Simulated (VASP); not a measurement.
# GaAs (F-43m) in VASP: settings compared, part 2 of 2

VASP 6.6.1. Earlier steps stand in the parts before.

### 3 Single point, r2SCAN (strain -3.0%)

POSCAR

```
GaAs
1.0
    0.0000000000      2.7480925424      2.7480925424
    2.7480925424      0.0000000000      2.7480925424
    2.7480925424      2.7480925424      0.0000000000
Ga As
1 1
Direct
    0.0000000000      0.0000000000      0.0000000000
    0.2500000000      0.2500000000      0.2500000000
```

INCAR.step1

```
SYSTEM = GaAs
  PREC = Accurate
  ENCUT = 520
  ISMEAR = 0
  SIGMA = 0.01
  LREAL = .FALSE.
  LASPH = .TRUE.
  NELM = 80
  NBANDS = 16
  GGA = PE
  ALGO = Normal
  EDIFF = 1E-4
  LWAVE = .TRUE.
  LCHARG = .FALSE.
```

INCAR.step2

```
SYSTEM = GaAs
  PREC = Accurate
  ENCUT = 520
  EDIFF = 1E-6
  ISMEAR = 0
  SIGMA = 0.01
  LREAL = .FALSE.
  LASPH = .TRUE.
  NELM = 80
  ALGO = Normal
  ISIF = 2
  LWAVE = .FALSE.
  LCHARG = .FALSE.
  METAGGA = R2SCAN
  LMIXTAU = .TRUE.
  NBANDS = 16
  ISTART = 1
```

KPOINTS

```
regular mesh
0
G
  8 8 8
  0 0 0
```

Potentials or basis: VASP PAW PBE potentials, release 64 (Ga_d, As).

Launch:

```bash
$ cat potpaw_PBE.64/Ga_d/POTCAR potpaw_PBE.64/As/POTCAR > POTCAR
$ cp INCAR.step1 INCAR
$ mpirun -np 1 vasp_std > vasp.out
$ cp INCAR.step2 INCAR
$ mpirun -np 1 vasp_std > vasp.out
```

OUTCAR:

```text
SYSTEM = GaAs
   PREC = Accurate
   ENCUT = 520
   EDIFF = 1E-6
   ISMEAR = 0
   LREAL = .FALSE.
   LASPH = .TRUE.
   NELM = 80
   ISIF = 2
   METAGGA = R2SCAN
   ISTART = 1

 ion  position               nearest neighbor table
   1  0.000  0.000  0.000-   2 2.38   2 2.38   2 2.38   2 2.38
   2  0.250  0.250  0.250-   1 2.38   1 2.38   1 2.38   1 2.38

  LATTYP: Found a face centered cubic cell.
 ALAT       =     5.4961850848

  Lattice vectors:

 A1 = (   0.0000000000,   2.7480925424,   2.7480925424)
 A2 = (   2.7480925424,   0.0000000000,   2.7480925424)
 A3 = (   2.7480925424,   2.7480925424,   0.0000000000)

Analysis of symmetry for initial positions (statically):
=====================================================================
 Subroutine PRICEL returns:
 Original cell was already a primitive cell.

 Routine SETGRP: Setting up the symmetry group for a
 face centered cubic supercell.

 Subroutine GETGRP returns: Found 24 space group operations
 (whereof 24 operations were pure point group operations)
 out of a pool of 48 trial point group operations.

The static configuration has the point symmetry T_d .

Analysis of symmetry for dynamics (positions and initial velocities):
=====================================================================
 Subroutine PRICEL returns:
 Original cell was already a primitive cell.

 Routine SETGRP: Setting up the symmetry group for a
 face centered cubic supercell.

 Subroutine GETGRP returns: Found 24 space group operations
 (whereof 24 operations were pure point group operations)
 out of a pool of 48 trial point group operations.

The dynamic configuration has the point symmetry T_d .

 Subroutine INISYM returns: Found 24 space group operations
 (whereof 24 operations are pure point group operations),
 and found     1 'primitive' translations

----------------------------------------------------------------------------------------
[... 112 lines left out ...]
     AMIX     =   0.40;   BMIX     =  1.00
     AMIX_MAG =   1.60;   BMIX_MAG =  1.00
  volume/ion in A,a.u.               =      20.75       140.05
  Fermi-wavevector in a.u.,A,eV,Ry     =   1.239151  2.341656 20.891688  1.535496
  Thomas-Fermi vector in A             =   2.373647
   LORBIT       =      0    0 simple, 1 ext, 2 COOP (PROOUT), +10 PAW based schemes
   METAGGA = R2SCAN    functional components
   LHFCALC =     F    Hartree Fock is set to
   AEXX    =    0.0000 exact exchange contribution
   IVDW    =     0    specifies the selected vdW correction
   LEPSILON=     F    determine dielectric tensor
   LRPA    =     F    only Hartree local field effects (RPA)
 non-spin polarized calculation
 Gauss-broadening in eV      SIGMA  =   0.01
  energy-cutoff  :      520.00
  volume of cell :       41.51
 maximum number of plane-waves:      1139
 NGX is ok and might be reduce to    30
   NGX = 15   NGY = 15   NGZ = 15

 number of electron      18.0000000 magnetization

 Free energy of the ion-electron system (eV)
  ---------------------------------------------------
  ext. energy  EPLUGINS =         0.00000000
  ---------------------------------------------------
  free energy    TOTEN  =       -26.95706502 eV

  energy without entropy =      -26.95706502  energy(sigma->0) =      -26.95706502

 E-fermi :   4.6455     XC(G=0): -10.6694

 val. band max:        4.5212321269   @ k =   0.0000   0.0000   0.0000
 cond. band min:       6.1097658825   @ k =   0.5000   0.5000   0.0000
 fundamental gap:      1.5885337556
 Fermi energy:         4.6455205642

 k-point     1 :       0.0000    0.0000    0.0000
  band No.  band energies     occupation
      1     -10.8890      2.00000
      2     -10.8890      2.00000
      3     -10.8890      2.00000
      4     -10.7734      2.00000
      5     -10.7734      2.00000
      6      -9.3564      2.00000
[... 433 lines left out ...]
      3     -10.8426      2.00000
      4     -10.7803      2.00000
      5     -10.7688      2.00000
      6      -6.8050      2.00000
[... 8 lines left out ...]
     15      17.1221      0.00000
     16      17.9463      0.00000

 [... further k-points ...]

------------------------ aborting loop because EDIFF is reached ----------------------------------------

  FORCE on cell =-STRESS in cart. coord.  units (eV):
  Direction    XX          YY          ZZ          XY          YZ          ZX
  --------------------------------------------------------------------------------------
  -------------------------------------------------------------------------------------
  Total        2.1540787      2.1540787      2.1540787      0.0000000      0.0000000      0.0000000
  in kB       83.1472872     83.1472872     83.1472872      0.0000000      0.0000000      0.0000000
  external PRESSURE =      83.1472872 kB  Pullay stress =       0.0000000 kB

 VOLUME and BASIS-vectors are now :
 -----------------------------------------------------------------------------
  energy-cutoff  :      520.00
  volume of cell :       41.51
      direct lattice vectors                 reciprocal lattice vectors
     0.000000000  2.748092542  2.748092542    -0.181944382  0.181944382  0.181944382
     2.748092542  0.000000000  2.748092542     0.181944382 -0.181944382  0.181944382
     2.748092542  2.748092542  0.000000000     0.181944382  0.181944382 -0.181944382

 POSITION                                       TOTAL-FORCE (eV/Angst)
 -----------------------------------------------------------------------------------
      0.00000      0.00000      0.00000        -0.000000     -0.000000      0.000000
      1.37405      1.37405      1.37405         0.000000      0.000000     -0.000000
 -----------------------------------------------------------------------------------
    total drift:                                0.000005      0.000005      0.000005

  FREE ENERGIE OF THE ION-ELECTRON SYSTEM (eV)
  ---------------------------------------------------
  free  energy   TOTEN  =       -26.9570650182 eV

  energy  without entropy=      -26.9570650182  energy(sigma->0) =      -26.95706502
```

OUTCAR.step1:

```text
SYSTEM = GaAs
   PREC = Accurate
   ENCUT = 520
   ISMEAR = 0
   LREAL = .FALSE.
   LASPH = .TRUE.
[... 678 lines left out ...]
      0.00000      0.00000      0.00000        -0.000000     -0.000000     -0.000000
      1.37405      1.37405      1.37405         0.000000      0.000000      0.000000
 -----------------------------------------------------------------------------------
    total drift:                                0.000001      0.000001      0.000001

  FREE ENERGIE OF THE ION-ELECTRON SYSTEM (eV)
  ---------------------------------------------------
  free  energy   TOTEN  =        -8.0845010989 eV

  energy  without entropy=       -8.0845010989  energy(sigma->0) =       -8.08450110
```

OSZICAR.step1:

```text
N       E                     dE             d eps       ncg     rms          rms(c)
DAV:   1     0.851627463078E+02    0.85163E+02   -0.89179E+03   952   0.159E+03
DAV:   2    -0.182351895394E+01   -0.86986E+02   -0.82700E+02  1040   0.320E+02
DAV:   3    -0.817669706752E+01   -0.63532E+01   -0.63349E+01  1152   0.664E+01
DAV:   4    -0.826277961696E+01   -0.86083E-01   -0.86075E-01  1088   0.845E+00
DAV:   5    -0.826397108425E+01   -0.11915E-02   -0.11915E-02  1160   0.926E-01    0.318E+00
DAV:   6    -0.810889437647E+01    0.15508E+00   -0.21329E-01  1416   0.868E+00    0.195E+00
DAV:   7    -0.808329994440E+01    0.25594E-01   -0.76554E-02  1160   0.213E+00    0.573E-01
DAV:   8    -0.808405480143E+01   -0.75486E-03   -0.11234E-02  1120   0.122E+00    0.146E-01
DAV:   9    -0.808444107046E+01   -0.38627E-03   -0.96927E-04  1072   0.332E-01    0.457E-02
DAV:  10    -0.808450109888E+01   -0.60028E-04   -0.69885E-05   944   0.114E-01
   1 F= -.80845011E+01 E0= -.80845011E+01  d E =-.376040E-63
```

Wall time 47 s (1 thread of Intel Xeon 6975P-C (Granite Rapids), shared host); peak memory 0.18 GiB.

What came out:

```
Free energy            : -26.9571 eV
Pressure               : 8.3 GPa
Band gap on the k mesh : 1.59 eV, indirect (least direct gap 1.70 eV)
```

Levels at points of the mesh, in eV from the valence-band top:
| k point | band 7 | band 8 | band 9 | band 10 | band 11 | band 12 |
| --- | --- | --- | --- | --- | --- | --- |
| (0.00, 0.00, 0.00) | 0.00 | 0.00 | 0.00 | 1.70 | 4.05 | 4.05 |
| (0.50, 0.00, 0.00) | -7.33 | -1.33 | -1.33 | 1.63 | 5.00 | 5.00 |
| (0.50, 0.50, 0.00) | -7.43 | -3.10 | -3.10 | 1.59 | 1.89 | 11.58 |

Caveat: the cell differs from its parent crystal (strain -3.0%); the PAW data sets were made with another functional, which shifts forces and pressure a little. A k mesh can miss the band edges.
